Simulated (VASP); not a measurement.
# Pt4Au in VASP: further runs, part 2 of 2

VASP 6.6.1.

## 3. Single point, PBEsol

INCAR reads:

```
SYSTEM = Pt4Au
ALGO     = Normal         ! electronic algorithm
DIPOL    = 0.5 0.5 0.500
EDIFF    = 1E-7           ! SCF threshold, eV
ENCUT    = 520            ! plane-wave cutoff, eV
GGA      = PS             ! functional
IDIPOL   = 3            
ISIF     = 2              ! what is computed and relaxed
ISMEAR   = -1             ! smearing method
LASPH    = .True.         ! aspherical terms in the spheres
LCHARG   = .False.        ! write CHGCAR
LDIPOL   = .True.       
LREAL    = .False.        ! projectors in reciprocal space
LWAVE    = .False.        ! write WAVECAR
NBANDS   = 34             ! bands
NELM     = 60             ! most SCF steps
PREC     = Accurate       ! precision mode
SIGMA    = 0.08           ! smearing width, eV
```

KPOINTS reads:

```
k-points
0
Gamma
  13 13 1
  0 0 0
```

POSCAR reads:

```
Pt4Au
1.0
    2.7712080012      0.0000000000      0.0000000000
    0.0000000000      2.7712080012      0.0000000000
    0.0000000000      0.0000000000     23.8382000000
Au Pt
1 4
Direct
    0.0000000000      0.0000000000      0.3382467083
    0.5000000000      0.5000000000      0.4182364288
    0.0000000000      0.0000000000      0.5000000000
    0.5000000000      0.5000000000      0.5817635707
    0.0000000000      0.0000000000      0.6617532922
```

Potentials or basis: VASP PAW PBE potentials, release 64 (Au, Pt).

Started as:

```console
$ cat potpaw_PBE.64/Au/POTCAR potpaw_PBE.64/Pt/POTCAR > POTCAR
$ mpirun -np 1 vasp_std > vasp.out
```

OUTCAR:

```text
SYSTEM = Pt4Au
   EDIFF = 1E-7
   ENCUT = 520
   GGA = PS
   ISIF = 2
   ISMEAR = -1
   LASPH = .True.
   LREAL = .False.
   NELM = 60
   PREC = Accurate

 ion  position               nearest neighbor table
   1  0.000  0.000  0.338-   2 2.73   2 2.73   2 2.73   2 2.73
   2  0.500  0.500  0.418-   1 2.73   1 2.73   1 2.73   1 2.73   3 2.76   3 2.76   3 2.76   3 2.76

   3  0.000  0.000  0.500-   4 2.76   4 2.76   4 2.76   4 2.76   2 2.76   2 2.76   2 2.76   2 2.76

   4  0.500  0.500  0.582-   5 2.73   5 2.73   5 2.73   5 2.73   3 2.76   3 2.76   3 2.76   3 2.76

   5  0.000  0.000  0.662-   4 2.73   4 2.73   4 2.73   4 2.73

  LATTYP: Found a simple tetragonal cell.
 ALAT       =     2.7712080012
 C/A-ratio  =     8.6020969879

  Lattice vectors:

 A1 = (   2.7712080012,   0.0000000000,   0.0000000000)
 A2 = (   0.0000000000,   2.7712080012,   0.0000000000)
 A3 = (   0.0000000000,   0.0000000000,  23.8382000000)

Analysis of symmetry for initial positions (statically):
=====================================================================
 Subroutine PRICEL returns:
 Original cell was already a primitive cell.

 Routine SETGRP: Setting up the symmetry group for a
 simple tetragonal supercell.

 Subroutine GETGRP returns: Found  8 space group operations
 (whereof  8 operations were pure point group operations)
 out of a pool of 16 trial point group operations.

The static configuration has the point symmetry C_4v.

Analysis of symmetry for dynamics (positions and initial velocities):
=====================================================================
 Subroutine PRICEL returns:
 Original cell was already a primitive cell.

 Routine SETGRP: Setting up the symmetry group for a
 simple tetragonal supercell.

 Subroutine GETGRP returns: Found  8 space group operations
 (whereof  8 operations were pure point group operations)
 out of a pool of 16 trial point group operations.

The dynamic configuration has the point symmetry C_4v.

 Subroutine INISYM returns: Found  8 space group operations
 (whereof  8 operations are pure point group operations),
 and found     1 'primitive' translations

----------------------------------------------------------------------------------------

                                     Primitive cell

  volume of cell :     183.0677

  direct lattice vectors                    reciprocal lattice vectors
     2.771208001  0.000000000  0.000000000     0.360853462  0.000000000  0.000000000
     0.000000000  2.771208001  0.000000000     0.000000000  0.360853462  0.000000000
     0.000000000  0.000000000 23.838200000     0.000000000  0.000000000  0.041949476

  length of vectors
     2.771208001  2.771208001 23.838200000     0.360853462  0.360853462  0.041949476

  position of ions in fractional coordinates (direct lattice)
     0.000000000  0.000000000  0.338246708
     0.500000000  0.500000000  0.418236429
     0.000000000  0.000000000  0.500000000
     0.500000000  0.500000000  0.581763571
     0.000000000  0.000000000  0.661753292

  ion indices of the primitive-cell ions
   primitive index   ion index
                 1           1
                 2           2
                 3           3
                 4           4
                 5           5

[... 51 lines left out ...]
  0.384615  0.307692  0.000000      8.000000
 [... further k-points ...]
   k-points           NKPTS =     28   k-points in BZ     NKDIM =     28   number of bands    NBANDS=     34
   number of dos      NEDOS =    301   number of ions     NIONS =      5
   total plane-waves  NPLWV = 103680
   dimension x,y,z NGX =    24 NGY =   24 NGZ =  180
   dimension x,y,z NGXF=    48 NGYF=   48 NGZF=  360
   ions per type =               1   4
   NGX,Y,Z   is equivalent  to a cutoff of  14.40, 14.40, 12.55 a.u.
   NGXF,Y,Z  is equivalent  to a cutoff of  28.80, 28.80, 25.11 a.u.
 SYSTEM =  Pt4Au
   PREC   = accura    normal or accurate (medium, high low for compatibility)
   ISTART =      0    job   : 0-new  1-cont  2-samecut
   ICHARG =      2    charge: 1-file 2-atom 10-const
   ISPIN  =      1    spin polarized calculation?
   LNONCOLLINEAR =      F non collinear calculations
   LSORBIT =      F    spin-orbit coupling
   LASPH  =      T    aspherical Exc in radial PAW
   ENCUT  =  520.0 eV  38.22 Ry    6.18 a.u.   5.15  5.15 44.32*2*pi/ulx,y,z
   NELM   =     60;   NELMIN=  2; NELMDL= -5     # of ELM steps
   EDIFF  = 0.1E-06   stopping-criterion for ELM
   LREAL  =      F    real-space projection
   EDIFFG = 0.1E-05   stopping-criterion for IOM
   NSW    =      0    number of steps for IOM
   IBRION =     -1    ionic relax: 0-MD 1-quasi-New 2-CG
   NFREE  =      0    steps in history (QN), initial steepest desc. (CG)
   ISIF   =      2    stress and relaxation
   ISYM   =      2    0-nonsym 1-usesym 2-fastsym
   POTIM  = 0.5000    time-step for ionic-motion
   TEBEG  =    0.0;   TEEND  =   0.0 temperature during run
   PSTRESS=    0.0 pullay stress
   NELECT =      51.0000    total number of electrons
   NUPDOWN=      -1.0000    fix difference up-down
   EMIN   =  10.00;   EMAX   =-10.00  energy-range for DOS
   EFERMI =   0.00;   METHOD = LEGACY
   ISMEAR =    -1;   SIGMA  =   0.08  broadening in eV -4-tet -1-fermi 0-gaus
   EFERMI_NEDOS =   21; number of points for ismear=-14 and -15
   IALGO  =     38    algorithm
   IMIX   =      4    mixing-type and parameters
     AMIX     =   0.40;   BMIX     =  1.00
     AMIX_MAG =   1.60;   BMIX_MAG =  1.00
  volume/ion in A,a.u.               =      36.61       247.08
  Fermi-wavevector in a.u.,A,eV,Ry     =   1.069205  2.020505 15.554172  1.143199
  Thomas-Fermi vector in A             =   2.204877
   LORBIT       =      0    0 simple, 1 ext, 2 COOP (PROOUT), +10 PAW based schemes
   GGA     = PS    functional components
   LHFCALC =     F    Hartree Fock is set to
   AEXX    =    0.0000 exact exchange contribution
   IVDW    =     0    specifies the selected vdW correction
   LEPSILON=     F    determine dielectric tensor
   LRPA    =     F    only Hartree local field effects (RPA)
 non-spin polarized calculation
  energy-cutoff  :      520.00
  volume of cell :      183.07
 maximum number of plane-waves:      4960
 NGX is ok and might be reduce to    24
   NGX = 11   NGY = 11   NGZ = 89

 dipolmoment           0.000000      0.000000     -0.061182 electrons x Angstroem

 number of electron      50.9999996 magnetization

 dipolmoment           0.000000      0.000000      0.018623 electrons x Angstroem

 Free energy of the ion-electron system (eV)
  ---------------------------------------------------
  ext. energy  EPLUGINS =         0.00000000
  ---------------------------------------------------
  free energy    TOTEN  =       -30.04015475 eV

  energy without entropy =      -29.88223623  energy(sigma->0) =      -29.96119549

 E-fermi :   1.2535     XC(G=0):  -6.3500

 val. band max:        1.2427439308   @ k =   0.3077   0.1538   0.0000
 cond. band min:       1.2551390551   @ k =   0.3846   0.1538   0.0000
 fundamental gap:      0.0123951243
 Fermi energy:         1.2535491374

 k-point     1 :       0.0000    0.0000    0.0000
  band No.  band energies     occupation
      1      -8.6841      2.00000
      2      -7.4760      2.00000
      3      -6.0018      2.00000
      4      -5.6887      2.00000
      5      -5.3358      2.00000
      6      -5.2508      2.00000
[... 877 lines left out ...]
     33       9.5363      0.00000
     34       9.9147      0.00000

 [... further k-points ...]

------------------------ aborting loop because EDIFF is reached ----------------------------------------

 vacuum level on the upper side and lower side of the slab       (xc-potential included)         0.200        -0.233

  FORCE on cell =-STRESS in cart. coord.  units (eV):
  Direction    XX          YY          ZZ          XY          YZ          ZX
  --------------------------------------------------------------------------------------
  -------------------------------------------------------------------------------------
  Total       -0.6715442     -0.6715442      1.8758118      0.0000000      0.0000000     -0.0000000
  in kB       -5.8772411     -5.8772411     16.4167857      0.0000000      0.0000000     -0.0000000
  external PRESSURE =       1.5541011 kB  Pullay stress =       0.0000000 kB

 VOLUME and BASIS-vectors are now :
 -----------------------------------------------------------------------------
  energy-cutoff  :      520.00
  volume of cell :      183.07
      direct lattice vectors                 reciprocal lattice vectors
     2.771208001  0.000000000  0.000000000     0.360853462  0.000000000  0.000000000
     0.000000000  2.771208001  0.000000000     0.000000000  0.360853462  0.000000000
     0.000000000  0.000000000 23.838200000     0.000000000  0.000000000  0.041949476

 POSITION                                       TOTAL-FORCE (eV/Angst)
 -----------------------------------------------------------------------------------
      0.00000      0.00000      8.06319        -0.000000      0.000000     -1.126555
      1.38560      1.38560      9.97000        -0.000000      0.000000      1.092752
      0.00000      0.00000     11.91910        -0.000000      0.000000      0.112082
      1.38560      1.38560     13.86820         0.000000      0.000000     -0.013009
      0.00000      0.00000     15.77501        -0.000000      0.000000     -0.065271
 -----------------------------------------------------------------------------------
    total drift:                                0.000000     -0.000000     -0.000041

  FREE ENERGIE OF THE ION-ELECTRON SYSTEM (eV)
  ---------------------------------------------------
  free  energy   TOTEN  =       -30.0401547545 eV

  energy  without entropy=      -29.8822362283  energy(sigma->0) =      -29.96119549

 vacuum level on the upper side and lower side of the slab         7.020         6.577
```

Run time: 5.2 min. Hardware: 1 thread of Intel Xeon Platinum 8488C (Sapphire Rapids), shared host; peak memory 0.4 GiB.

Results:

```yaml
Free_energy: -30.0402 eV
Largest_force: 1.127 eV/Å
Band_gap_on_the_k_mesh: zero (an odd number of electrons rules out a gap without spin polarisation)
```

Forces on the atoms (eV/Å):
```
Au   0.000  0.000 -1.127
Pt   0.000  0.000  1.093
Pt   0.000  0.000  0.112
Pt   0.000  0.000 -0.013
Pt   0.000  0.000 -0.065
```

Levels at points of the mesh, in eV from the Fermi level:
| k point | band 23 | band 24 | band 25 | band 26 | band 27 | band 28 | band 29 | band 30 |
| --- | --- | --- | --- | --- | --- | --- | --- | --- |
| (0.00, 0.00, 0.00) | -0.89 | -0.73 | -0.73 | -0.26 | 0.07 | 0.22 | 0.22 | 0.55 |

Caveat: the PAW data sets were made with another functional, which shifts forces and pressure a little; spin-orbit coupling is left out, which moves the levels of the heavy elements.
